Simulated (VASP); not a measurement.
# Ru in VASP: a series of runs

Ru is run at these levels: RPBE+U, RPBE+D4+U, RPBE; tasks: single point.

All numbers are computed with VASP 6.6.1; they aren't measurements. Logs are shortened: lines on timing, memory, paths and dates and some standing lists are left out, and cuts for length are marked.

## Step 1: The cell of the first run

The structure is cubic, space group Fm-3m (No. 225). Conventional cell: a = 3.880 Å, b = 3.880 Å, c = 3.880 Å, α = 90.00°, β = 90.00°, γ = 90.00°. Within 3.6 Å of Ru (site symmetry m-3m) lie 12 Ru at 2.74 Å.

## Step 2: Single point, RPBE+U (volume scaled by 1.04)

Input file INCAR:

```
SYSTEM = Ru
PREC = Accurate
ENCUT = 520
EDIFF = 1E-6
ISMEAR = -5
SIGMA = 0.05
LREAL = .FALSE.
LASPH = .TRUE.
NELM = 150
ALGO = Normal
ISIF = 2
LWAVE = .FALSE.
LCHARG = .TRUE.
LMAXMIX = 4
LDAU = .TRUE.
LDAUTYPE = 2
LDAUL = 2
LDAUU = 6
LDAUJ = 0
LDAUPRINT = 1
GGA = RP
LELF = .TRUE.
LVHAR = .TRUE.
NBANDS = 13
```

Input file KPOINTS:

```
regular mesh
0
G
  12 12 12
  0 0 0
```

Input file POSCAR:

```
Ru
1.0
    0.0000000000      1.9402002583      1.9402002583
    1.9402002583      0.0000000000      1.9402002583
    1.9402002583      1.9402002583      0.0000000000
Ru
1
Direct
    0.0000000000      0.0000000000      0.0000000000
```

Potentials or basis: VASP PAW PBE potentials, release 64 (Ru_pv).

Run with:

```
$ cat potpaw_PBE.64/Ru_pv/POTCAR > POTCAR
$ mpirun -np 1 vasp_std > vasp.out
```

OUTCAR:

```text
SYSTEM = Ru
   PREC = Accurate
   ENCUT = 520
   EDIFF = 1E-6
   ISMEAR = -5
   LREAL = .FALSE.
   LASPH = .TRUE.
   NELM = 150
   ISIF = 2
   GGA = RP

 ion  position               nearest neighbor table
   1  0.000  0.000  0.000-

  LATTYP: Found a face centered cubic cell.
 ALAT       =     3.8804005166

  Lattice vectors:

 A1 = (   0.0000000000,   1.9402002583,   1.9402002583)
 A2 = (   1.9402002583,   0.0000000000,   1.9402002583)
 A3 = (   1.9402002583,   1.9402002583,   0.0000000000)

Analysis of symmetry for initial positions (statically):
=====================================================================
 Subroutine PRICEL returns:
 Original cell was already a primitive cell.

 Routine SETGRP: Setting up the symmetry group for a
 face centered cubic supercell.

 Subroutine GETGRP returns: Found 48 space group operations
 (whereof 48 operations were pure point group operations)
 out of a pool of 48 trial point group operations.

The static configuration has the point symmetry O_h .

Analysis of symmetry for dynamics (positions and initial velocities):
=====================================================================
 Subroutine PRICEL returns:
 Original cell was already a primitive cell.

 Routine SETGRP: Setting up the symmetry group for a
 face centered cubic supercell.

 Subroutine GETGRP returns: Found 48 space group operations
 (whereof 48 operations were pure point group operations)
 out of a pool of 48 trial point group operations.

The dynamic configuration has the point symmetry O_h .

 Subroutine INISYM returns: Found 48 space group operations
 (whereof 48 operations are pure point group operations),
 and found     1 'primitive' translations

----------------------------------------------------------------------------------------

                                     Primitive cell

  volume of cell :      14.6073

  direct lattice vectors                    reciprocal lattice vectors
     0.000000000  1.940200258  1.940200258    -0.257705357  0.257705357  0.257705357
     1.940200258  0.000000000  1.940200258     0.257705357 -0.257705357  0.257705357
     1.940200258  1.940200258  0.000000000     0.257705357  0.257705357 -0.257705357

  length of vectors
     2.743857519  2.743857519  2.743857519     0.446358772  0.446358772  0.446358772

  position of ions in fractional coordinates (direct lattice)
     0.000000000  0.000000000  0.000000000

  ion indices of the primitive-cell ions
   primitive index   ion index
                 1           1

----------------------------------------------------------------------------------------

 KPOINTS: regular mesh

Automatic generation of k-mesh.
 Grid dimensions read from file:
 generate k-points for:   12   12   12

 Generating k-lattice:

  Cartesian coordinates                     Fractional coordinates (reciprocal lattice)
    -0.021475446  0.021475446  0.021475446     0.083333333  0.000000000  0.000000000
     0.021475446 -0.021475446  0.021475446     0.000000000  0.083333333  0.000000000
     0.021475446  0.021475446 -0.021475446     0.000000000  0.000000000  0.083333333

  Length of vectors
     0.037196564  0.037196564  0.037196564

  Shift w.r.t. Gamma in fractional coordinates (k-lattice)
     0.000000000  0.000000000  0.000000000

 TETIRR: Found    247 inequivalent tetrahedra from    10368

 Subroutine IBZKPT returns following result:
 ===========================================

 Found     72 irreducible k-points:

 Following reciprocal coordinates:
[... 39 lines left out ...]
   LNONCOLLINEAR =      F non collinear calculations
   LSORBIT =      F    spin-orbit coupling
   LASPH  =      T    aspherical Exc in radial PAW
   ENCUT  =  520.0 eV  38.22 Ry    6.18 a.u.   5.10  5.10  5.10*2*pi/ulx,y,z
   NELM   =    150;   NELMIN=  2; NELMDL= -5     # of ELM steps
   EDIFF  = 0.1E-05   stopping-criterion for ELM
   LREAL  =      F    real-space projection
   EDIFFG = 0.1E-04   stopping-criterion for IOM
   NSW    =      0    number of steps for IOM
   IBRION =     -1    ionic relax: 0-MD 1-quasi-New 2-CG
   NFREE  =      0    steps in history (QN), initial steepest desc. (CG)
   ISIF   =      2    stress and relaxation
   ISYM   =      2    0-nonsym 1-usesym 2-fastsym
   POTIM  = 0.5000    time-step for ionic-motion
   TEBEG  =    0.0;   TEEND  =   0.0 temperature during run
   PSTRESS=    0.0 pullay stress
   NELECT =      14.0000    total number of electrons
   NUPDOWN=      -1.0000    fix difference up-down
   EMIN   =  10.00;   EMAX   =-10.00  energy-range for DOS
   EFERMI =   0.00;   METHOD = LEGACY
   ISMEAR =    -5;   SIGMA  =   0.05  broadening in eV -4-tet -1-fermi 0-gaus
   EFERMI_NEDOS =   21; number of points for ismear=-14 and -15
   IALGO  =     38    algorithm
   IMIX   =      4    mixing-type and parameters
     AMIX     =   0.40;   BMIX     =  1.00
     AMIX_MAG =   1.60;   BMIX_MAG =  1.00
  volume/ion in A,a.u.               =      14.61        98.57
  Fermi-wavevector in a.u.,A,eV,Ry     =   1.614090  3.050187 35.447054  2.605285
  Thomas-Fermi vector in A             =   2.709054
   LORBIT       =      0    0 simple, 1 ext, 2 COOP (PROOUT), +10 PAW based schemes
 LDA+U is selected, type is set to LDAUTYPE =  2
   angular momentum for each species LDAUL =     2
   U (eV)           for each species LDAUU =   6.0
   J (eV)           for each species LDAUJ =   0.0
   GGA     = RP    functional components
   LHFCALC =     F    Hartree Fock is set to
   AEXX    =    0.0000 exact exchange contribution
   IVDW    =     0    specifies the selected vdW correction
   LEPSILON=     F    determine dielectric tensor
   LRPA    =     F    only Hartree local field effects (RPA)
 non-spin polarized calculation
 Fermi weights with tetrahedron method with Bloechl corrections
  energy-cutoff  :      520.00
  volume of cell :       14.61
 maximum number of plane-waves:       411
   NGX = 11   NGY = 11   NGZ = 11

atom =   1  type =  1  l = 2

 onsite density matrix

spin component  1

  0.5167 -0.0000 -0.0000  0.0000  0.0000
 -0.0000  0.5167  0.0000 -0.0000 -0.0000
 -0.0000  0.0000  0.7340  0.0000 -0.0000
  0.0000 -0.0000  0.0000  0.5167  0.0000
  0.0000 -0.0000 -0.0000  0.0000  0.7340

spin component  2

  0.5167 -0.0000 -0.0000  0.0000  0.0000
 -0.0000  0.5167  0.0000 -0.0000 -0.0000
 -0.0000  0.0000  0.7340  0.0000 -0.0000
  0.0000 -0.0000  0.0000  0.5167  0.0000
  0.0000 -0.0000 -0.0000  0.0000  0.7340

 occupancies and eigenvectors

  o =  0.5167  v =  1.0000  0.0000  0.0000  0.0000  0.0000  0.0000  0.0000  0.0000  0.0000  0.0000      0.0000  0.0000  0.0000  0.0000  0.0000  0.0000  0.0000  0.0000  0.0000  0.0000
  o =  0.5167  v =  0.0000  0.0000  0.0000  0.0000  0.0000  1.0000  0.0000  0.0000  0.0000  0.0000      0.0000  0.0000  0.0000  0.0000  0.0000  0.0000  0.0000  0.0000  0.0000  0.0000
  o =  0.5167  v =  0.0000  0.0773  0.0000  0.9970  0.0000  0.0000  0.0000  0.0000  0.0000  0.0000      0.0000  0.0000  0.0000  0.0000  0.0000  0.0000  0.0000  0.0000  0.0000  0.0000
  o =  0.5167  v =  0.0000  0.0000  0.0000  0.0000  0.0000  0.0000  0.0773  0.0000  0.9970  0.0000      0.0000  0.0000  0.0000  0.0000  0.0000  0.0000  0.0000  0.0000  0.0000  0.0000
  o =  0.5167  v =  0.0000 -0.9970  0.0000  0.0773  0.0000  0.0000  0.0000  0.0000  0.0000  0.0000      0.0000  0.0000  0.0000  0.0000  0.0000  0.0000  0.0000  0.0000  0.0000  0.0000
  o =  0.5167  v =  0.0000  0.0000  0.0000  0.0000  0.0000  0.0000 -0.9970  0.0000  0.0773  0.0000      0.0000  0.0000  0.0000  0.0000  0.0000  0.0000  0.0000  0.0000  0.0000  0.0000
  o =  0.7340  v =  0.0000  0.0000  0.0000  0.0000  0.0000  0.0000  0.0000  0.9987 -0.0000  0.0515      0.0000  0.0000  0.0000  0.0000  0.0000  0.0000  0.0000  0.0000  0.0000  0.0000
  o =  0.7340  v =  0.0000  0.0000  0.9987 -0.0000  0.0515  0.0000  0.0000  0.0000  0.0000  0.0000      0.0000  0.0000  0.0000  0.0000  0.0000  0.0000  0.0000  0.0000  0.0000  0.0000
  o =  0.7340  v =  0.0000  0.0000  0.0000  0.0000  0.0000  0.0000  0.0000  0.0515  0.0000 -0.9987      0.0000  0.0000  0.0000  0.0000  0.0000  0.0000  0.0000  0.0000  0.0000  0.0000
  o =  0.7340  v =  0.0000  0.0000  0.0515  0.0000 -0.9987  0.0000  0.0000  0.0000  0.0000  0.0000      0.0000  0.0000  0.0000  0.0000  0.0000  0.0000  0.0000  0.0000  0.0000  0.0000

 number of electron      13.9999994 magnetization

 Free energy of the ion-electron system (eV)
  ---------------------------------------------------
  ext. energy  EPLUGINS =         0.00000000
  ---------------------------------------------------
  free energy    TOTEN  =        -1.28194152 eV

  energy without entropy =       -1.28194152  energy(sigma->0) =       -1.28194152

 E-fermi :  10.9444     XC(G=0): -13.5421

 val. band max:       11.0619125037   @ k =  -0.4167   0.0833   0.0000
 cond. band min:      10.9411336932   @ k =   0.5000   0.3333   0.0000
 fundamental gap:     -0.1207788105
 Fermi energy:        10.9443954235

 k-point     1 :       0.0000    0.0000    0.0000
  band No.  band energies     occupation
      1     -30.6244      2.00000
      2     -30.6244      2.00000
      3     -30.6244      2.00000
      4       4.1228      2.00000
      5       9.2729      2.00000
      6       9.2729      2.00000
      7       9.2729      2.00000
      8      10.2543      2.00000
      9      10.2543      2.00000
     10      22.7063      0.00000
     11      26.5451      0.00000
     12      32.0387      0.00000
     13      32.0387      0.00000
[... 354 lines left out ...]
  band No.  band energies     occupation
      1     -31.3916      2.00000
      2     -30.8942      2.00000
      3     -30.7710      2.00000
      4       6.7541      2.00000
      5       7.7002      2.00000
      6       9.0077      2.00000
      7      10.1074      2.04034
      8      12.5060      0.00000
      9      16.0627      0.00000
     10      20.8200      0.00000
     11      22.7067      0.00000
     12      27.0526      0.00000
     13      29.8813      0.00000

 [... further k-points ...]

------------------------ aborting loop because EDIFF is reached ----------------------------------------

  FORCE on cell =-STRESS in cart. coord.  units (eV):
  Direction    XX          YY          ZZ          XY          YZ          ZX
  --------------------------------------------------------------------------------------
  -------------------------------------------------------------------------------------
  Total       -0.9952302     -0.9952302     -0.9952302      0.0000000     -0.0000000     -0.0000000
  in kB     -109.1602383   -109.1602383   -109.1602383      0.0000000     -0.0000000     -0.0000000
  external PRESSURE =    -109.1602383 kB  Pullay stress =       0.0000000 kB

 VOLUME and BASIS-vectors are now :
 -----------------------------------------------------------------------------
  energy-cutoff  :      520.00
  volume of cell :       14.61
      direct lattice vectors                 reciprocal lattice vectors
     0.000000000  1.940200258  1.940200258    -0.257705357  0.257705357  0.257705357
     1.940200258  0.000000000  1.940200258     0.257705357 -0.257705357  0.257705357
     1.940200258  1.940200258  0.000000000     0.257705357  0.257705357 -0.257705357

 POSITION                                       TOTAL-FORCE (eV/Angst)
 -----------------------------------------------------------------------------------
      0.00000      0.00000      0.00000         0.000000     -0.000000     -0.000000
 -----------------------------------------------------------------------------------
    total drift:                                0.000000      0.000000      0.000000

  FREE ENERGIE OF THE ION-ELECTRON SYSTEM (eV)
  ---------------------------------------------------
  free  energy   TOTEN  =        -1.2819415176 eV

  energy  without entropy=       -1.2819415176  energy(sigma->0) =       -1.28194152
```

Run time: 25 s. Hardware: 1 thread of Intel Xeon Platinum 8259CL at 2.50GHz (Skylake/Cascade Lake), shared host; peak memory 0.13 GiB.

Results:

```yaml
Free_energy: -1.2819 eV
Pressure: -10.9 GPa
Band_gap_on_the_k_mesh: zero (band 7 reaches 13.61 eV, above the bottom of band 8 at 9.93 eV)
```

Levels at points of the mesh, in eV from the Fermi level:
| k point | band 3 | band 4 | band 5 | band 6 | band 7 | band 8 | band 9 | band 10 | band 11 | band 12 |
| --- | --- | --- | --- | --- | --- | --- | --- | --- | --- | --- |
| (0.00, 0.00, 0.00) | -41.57 | -6.82 | -1.67 | -1.67 | -1.67 | -0.69 | -0.69 | 11.76 | 15.60 | 21.09 |
| (0.50, 0.00, 0.00) | -41.68 | -4.92 | -2.55 | -2.55 | 1.65 | 1.80 | 1.80 | 9.89 | 11.76 | 15.26 |
| (0.50, 0.50, 0.00) | -41.88 | -6.05 | -4.71 | 0.93 | 2.67 | 2.67 | 4.07 | 11.76 | 12.86 | 13.65 |

Eigenvalues of the final occupation matrices:
| site | spin | trace | eigenvalues |
| --- | --- | --- | --- |
| site 1 d | 1 | 3.02 | 0.52 0.52 0.52 0.73 0.73 |
| site 1 d | 2 | 3.02 | 0.52 0.52 0.52 0.73 0.73 |

Caveat: the PAW data sets were made with another functional, which shifts forces and pressure a little; U without spin polarisation on a metal has little footing; the U is typed as a test and isn't derived for this compound; tetrahedron occupations give inexact forces and stress in metals.

## Step 3: Single point, RPBE+U (volume scaled by 1.06)

Input file INCAR:

```
ALGO = Normal
EDIFF = 1E-6
ENCUT = 520
GGA = RP
ISIF = 2
ISMEAR = -5
LASPH = T
LCHARG = F
LDAU = T
LDAUJ = 0
LDAUL = 2
LDAUPRINT = 1
LDAUTYPE = 2
LDAUU = 6
LMAXMIX = 4
LREAL = F
LWAVE = F
NBANDS = 13
NELM = 150
PREC = Accurate
SIGMA = 0.05
```

Input file KPOINTS:

```
k-points
0
Gamma
  12 12 12
```

Input file POSCAR:

```
Ru
1.0
    0.0000000000      1.9525585549      1.9525585549
    1.9525585549      0.0000000000      1.9525585549
    1.9525585549      1.9525585549      0.0000000000
Ru
1
Direct
    0.0000000000      0.0000000000      0.0000000000
```

Potentials or basis: VASP PAW PBE potentials, release 64 (Ru_pv).

Run with:

```
$ cat potpaw_PBE.64/Ru_pv/POTCAR > POTCAR
$ mpirun -np 1 vasp_std > vasp.out
```

Wall time 19 s (1 thread of Intel Xeon Platinum 8259CL at 2.50GHz (Skylake/Cascade Lake), shared host); peak memory 0.15 GiB.

Results (log left out):

```
Free energy            : -1.2578 eV
Pressure               : -12.2 GPa
Band gap on the k mesh : zero (band 7 reaches 13.36 eV, above the bottom of band 8 at 9.50 eV)
```

Levels at points of the mesh, in eV from the Fermi level:
```tsv
k point	band 3	band 4	band 5	band 6	band 7	band 8	band 9	band 10	band 11	band 12
(0.00, 0.00, 0.00)	-41.54	-6.71	-1.49	-1.49	-1.49	-0.82	-0.82	11.83	15.57	21.00
(0.50, 0.00, 0.00)	-41.65	-4.72	-2.54	-2.54	1.65	1.81	1.81	9.73	11.83	15.24
(0.50, 0.50, 0.00)	-41.83	-5.99	-4.46	0.75	2.73	2.73	4.01	11.83	12.56	13.52
```

Eigenvalues of the final occupation matrices:
| site | spin | trace | eigenvalues |
| --- | --- | --- | --- |
| site 1 d | 1 | 3.01 | 0.50 0.50 0.50 0.76 0.76 |
| site 1 d | 2 | 3.01 | 0.50 0.50 0.50 0.76 0.76 |

Caveat: the PAW data sets were made with another functional, which shifts forces and pressure a little; U without spin polarisation on a metal has little footing; the U is typed as a test and isn't derived for this compound; tetrahedron occupations give inexact forces and stress in metals.

## Step 4: Single point, RPBE+D4+U (the cell strained at random)

Input file INCAR:

```
ALGO = Normal
EDIFF = 1E-6
ENCUT = 520
GGA = RP
ISIF = 2
ISMEAR = 0
IVDW = 13
LASPH = True
LCHARG = False
LDAU = True
LDAUJ = 0
LDAUL = 2
LDAUPRINT = 1
LDAUTYPE = 2
LDAUU = 6
LMAXMIX = 4
LREAL = False
LWAVE = False
NBANDS = 13
NELM = 150
PREC = Accurate
SIGMA = 0.05
```

KPOINTS is that of step 3.

Input file POSCAR:

```
Ru
1.0
   -0.0145760000      1.9074530000      1.9202550000
    1.8907090000     -0.0160200000      1.9216990000
    1.8920820000      1.9102690000     -0.0173930000
Ru
1
Direct
    0.0000000000      0.0000000000      0.0000000000
```

Run with:

```
$ cat potpaw_PBE.64/Ru_pv/POTCAR > POTCAR
$ mpirun -np 1 vasp_std > vasp.out
```

It took 2.4 min on 1 thread of Intel Xeon Platinum 8259CL at 2.50GHz (Skylake/Cascade Lake), shared host; peak memory 0.25 GiB.

The run converged. Its results:

```yaml
Free_energy: -2.2809 eV
Pressure: -16.6 GPa
Band_gap_on_the_k_mesh: zero (band 7 reaches 14.14 eV, above the bottom of band 8 at 10.42 eV)
Dispersion_energy_per_atom: -0.962 eV
```

Stress tensor (GPa, compression positive):
```
-14.16   1.41   1.68
  1.41 -16.86   1.91
  1.68   1.91 -18.84
```

Levels at points of the mesh, in eV from the Fermi level:
```tsv
k point	band 5	band 6	band 7	band 8	band 9	band 10
(0.00, 0.00, 0.00)	-2.27	-2.14	-1.98	-0.58	-0.40	11.63
(0.50, 0.00, 0.00)	-2.83	-2.48	1.55	1.69	1.75	10.14
(0.00, 0.50, 0.00)	-2.76	-2.54	1.53	1.64	1.79	10.12
(0.50, 0.50, 0.00)	-5.32	1.23	2.43	2.51	3.96	11.63
(0.00, 0.00, 0.50)	-2.70	-2.60	1.52	1.63	1.79	10.10
(0.50, 0.00, 0.50)	-5.32	1.23	2.40	2.55	4.10	11.63
(0.00, 0.50, 0.50)	-5.32	1.23	2.44	2.51	4.31	11.63
(0.50, 0.50, 0.50)	-2.79	-2.61	1.71	1.75	1.81	10.36
```

Eigenvalues of the final occupation matrices:
| site | spin | trace | eigenvalues |
| --- | --- | --- | --- |
| site 1 d | 1 | 3.04 | 0.56 0.56 0.56 0.68 0.68 |
| site 1 d | 2 | 3.04 | 0.56 0.56 0.56 0.68 0.68 |

Caveat: the cell differs from its parent crystal (the cell strained at random); the PAW data sets were made with another functional, which shifts forces and pressure a little; U without spin polarisation on a metal has little footing; pairwise dispersion overbinds metals, which lowers pressure and volume; the U is typed as a test and isn't derived for this compound.

(Continued in part 2 of 2.)
